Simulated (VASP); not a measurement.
Runs of VASP 6.6.1 on N. It takes space group P4_2/mnm (No. 136, tetragonal). The conventional cell has a = 4.084 Å, b = 4.084 Å, c = 5.346 Å, α = 90.00°, β = 90.00°, γ = 90.00°. Within 1.5 Å of N (site symmetry m2m) lie 1 N at 1.11 Å. 

| level | share of exact exchange | screening parameter | gap on the mesh (eV) | pressure (GPa) | largest force (eV/Å) |
| --- | --- | --- | --- | --- | --- |
| r2SCAN-based global hybrid with 25 % exact exchange | 0.25 | - | 10.39 | -1.9 | 1.24 |
| PBE-based screened hybrid with 25 % exact exchange | 0.25 | 0.6 1/Å | 8.09 | (a) | 0.26 |
| r2SCAN-based global hybrid with 15 % exact exchange | 0.15 | - | 9.27 | (c) | 0.69 |
| PBE-based screened hybrid with 25 % exact exchange | 0.25 | 0.4 1/Å | (b) | -0.4 | 0.49 |

Alike in all rows: task single point; potentials or basis VASP PAW PBE potentials, release 64 (N); no spin polarisation; cell as given; k mesh 4 × 4 × 3; cutoff (eV) 520; smearing fermi-dirac 0.05 eV.

Problem. Fill in the values left out.

Solution. (a) -0.1; (b) 8.56; (c) -1.1.

Caveats: the standard files for N, O and F lose accuracy on very short bonds; the PAW data sets were made with another functional, which shifts forces and pressure a little; this functional lacks dispersion, which holds the molecules together, so the pressure and a relaxed volume are unreliable (at least some runs).

A k mesh can miss the band edges.
